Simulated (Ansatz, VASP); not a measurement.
## Two plane-wave programs on Al2Cu

Contents of INCAR:

```
PREC = Accurate
ENCUT = 520
EDIFF = 1E-6
ISMEAR = 0
SIGMA = 0.15
LREAL = False
LASPH = True
NELM = 100
ALGO = Fast
ISIF = 2
LWAVE = False
LCHARG = False
GGA = PE
NBANDS = 26
```

The input KPOINTS:

```
Automatic mesh
0
Gamma
  12 12 12
```

POSCAR

```
Al2Cu
1.0
   -3.0715817149      3.0715817149      2.4416174502
    3.0715817149     -3.0715817149      2.4416174502
    3.0715817149      3.0715817149     -2.4416174502
Al Cu
4 2
Direct
    0.1587211842      0.6587211842      0.8174423684
    0.6587211842      0.8412788158      0.5000000000
    0.8412788158      0.3412788158      0.1825576316
    0.3412788158      0.1587211842      0.5000000000
    0.7500000000      0.7500000000      0.0000000000
    0.2500000000      0.2500000000      0.0000000000
```

Input for Ansatz:

```yaml
crystal:
  lattice:
    - [-3.0715817149, 3.0715817149, 2.4416174502]
    - [3.0715817149, -3.0715817149, 2.4416174502]
    - [3.0715817149, 3.0715817149, -2.4416174502]
  atoms:
    - { symbol: Al, position: [0.1587211842, 0.6587211842, 0.8174423684] }
    - { symbol: Al, position: [0.6587211842, 0.8412788158, 0.5] }
    - { symbol: Al, position: [0.8412788158, 0.3412788158, 0.1825576316] }
    - { symbol: Al, position: [0.3412788158, 0.1587211842, 0.5] }
    - { symbol: Cu, position: [0.75, 0.75, 0.0] }
    - { symbol: Cu, position: [0.25, 0.25, 0.0] }
basis:
  ecutwfc: 420
kpoints:
  mp_grid: { grid: [12, 12, 12] }
hamiltonian:
  xc: pbe
scf:
  occupations: { method: gaussian, width: 0.15 }
output:
  forces: true
  stress: true
  eigenvalues: true
```

Change from the starting cell: strain +0.015 along x and y, +0.000 along z, atoms carried along.

Alike in both runs: task single point; functional PBE; k mesh 12 × 12 × 12; occupations gaussian, width 0.15 eV; no spin polarisation.

|  | VASP | Ansatz |
| --- | --- | --- |
| version | VASP 6.6.1 | Ansatz 0.2.0 |
| potentials or method | VASP PAW PBE potentials, release 64 (Al, Cu), cutoff 520 eV | scalar-relativistic, plane waves, PAW |
| valence electrons in the cell | 34 | 50 |

```csv
,VASP,Ansatz,Ansatz less VASP
gap on the k mesh at the Fermi level (eV),none,none,-
pressure (GPa),-2.8,-2.7,+0.13
"traceless stress, the component that is largest in VASP (GPa)",0.99,0.97,-0.020
rms of the force components (eV/Å),0.019,0.017,-0.0018
```

Atom by atom the forces differ by 0.002 eV/Å (rms over components). A gap of «none» marks a metal or a gap that the smearing closes. VASP's potentials hold 34 valence electrons a cell and Ansatz's 50, so a difference there can come from the potentials and not from the codes.
